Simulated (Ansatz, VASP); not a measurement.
# AlGaN2 in VASP and in Ansatz

File POSCAR:

```
AlGaN2
1.0
    3.3157208543      0.0000000000      0.0000000000
    0.0000000000      3.3157208543      0.0000000000
    0.0000000000      0.0000000000      3.9695854895
Al Ga N
1 1 2
Direct
    0.5000000000      0.5000000000      0.5000000000
    0.0000000000      0.0000000000      0.0000000000
    0.5000000000      0.0000000000      0.7382648100
    0.0000000000      0.5000000000      0.2617351900
```

The input INCAR.step1:

```
  ALGO = Normal
  EDIFF = 1E-4
  ENCUT = 520
  GGA = PE
  ISMEAR = 0
  LASPH = True
  LCHARG = False
  LREAL = False
  LWAVE = True
  NBANDS = 21
  NELM = 100
  PREC = Accurate
  SIGMA = 0.05
```

File INCAR.step2:

```
  ALGO = Normal
  EDIFF = 1E-6
  ENCUT = 520
  ISIF = 2
  ISMEAR = 0
  ISTART = 1
  LASPH = True
  LCHARG = False
  LMIXTAU = True
  LREAL = False
  LWAVE = False
  METAGGA = R2SCAN
  NBANDS = 21
  NELM = 100
  PREC = Accurate
  SIGMA = 0.05
```

File KPOINTS:

```
k-points
0
Gamma
  8 8 6
```

Input for Ansatz:

```yaml
crystal:
  lattice:
    - [3.3157208543, 0.0, 0.0]
    - [0.0, 3.3157208543, 0.0]
    - [0.0, 0.0, 3.9695854895]
  atoms:
    - { symbol: Al, position: [0.5, 0.5, 0.5] }
    - { symbol: Ga, position: [0.0, 0.0, 0.0] }
    - { symbol: "N", position: [0.5, 0.0, 0.73826481] }
    - { symbol: "N", position: [0.0, 0.5, 0.26173519] }
basis:
  ecutwfc: 500
kpoints:
  mp_grid: { grid: [8, 8, 6] }
hamiltonian:
  xc: r2scan
scf:
  occupations: { method: gaussian, width: 0.05 }
output:
  forces: true
  stress: true
  eigenvalues: true
```

Alike in both runs: task single point; functional r2SCAN; k mesh 8 × 8 × 6; occupations gaussian, width 0.05 eV; no spin polarisation.

```csv
,VASP,Ansatz
version,VASP 6.6.1,Ansatz 0.2.0
potentials or method,"VASP PAW PBE potentials, release 64 (Al, Ga_d, N), cutoff 520 eV","scalar-relativistic, plane waves, PAW"
valence electrons in the cell,26,26
```

VASP gave:

```
gap on the k mesh at the Fermi level (eV)                     : 3.11
least direct gap on the mesh (eV)                             : 3.11
pressure (GPa)                                                : -2.3
traceless stress, the component that is largest in VASP (GPa) : 10.12
rms of the force components (eV/Å)                            : 0.108
```

Which values does Ansatz return?

gap on the k mesh at the Fermi level (eV): 3.10; least direct gap on the mesh (eV): 3.10; pressure (GPa): -2.7; traceless stress, the component that is largest in VASP (GPa): 10.20; rms of the force components (eV/Å): 0.077.

VASP's potentials were made for PBE, not for r2SCAN. Atom by atom the forces differ by 0.031 eV/Å (rms over components).
